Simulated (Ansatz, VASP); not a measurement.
**Ta in VASP and in Ansatz**

```
Ta
1.0
    -1.61203    1.61203    1.61203
     1.61203   -1.61203    1.61203
     1.61203    1.61203   -1.61203
Ta
1
Direct
  0.00000 0.00000 0.00000
```

Alike in both runs: task relaxation of cell and atoms; functional PBE; k mesh 8 × 8 × 8; occupations gaussian, width 0.1 eV; no spin polarisation.

|  | VASP | Ansatz |
| --- | --- | --- |
| version | VASP 6.6.1 | Ansatz 0.2.0 |
| potentials or method | VASP PAW PBE potentials, release 64 (Ta_pv), cutoff 600 eV | scalar-relativistic, plane waves, PAW |
| valence electrons in the cell | 11 | 13 |

VASP gave:

```
gap on the k mesh at the Fermi level, each at its own relaxed structure (eV) : none
relaxed volume (Å³/atom)                                                     : 18.12
relaxed cell length with the largest relative difference (Å)                 : 2.866
```

Question: Which values does Ansatz return?

Answer: gap on the k mesh at the Fermi level, each at its own relaxed structure (eV): none; relaxed volume (Å³/atom): 18.10; relaxed cell length with the largest relative difference (Å): 2.865.

A gap of «none» marks a metal or a gap that the smearing closes. VASP's potentials hold 11 valence electrons a cell and Ansatz's 13, so a difference there can come from the potentials and not from the codes.

Neither program's run includes spin-orbit coupling.
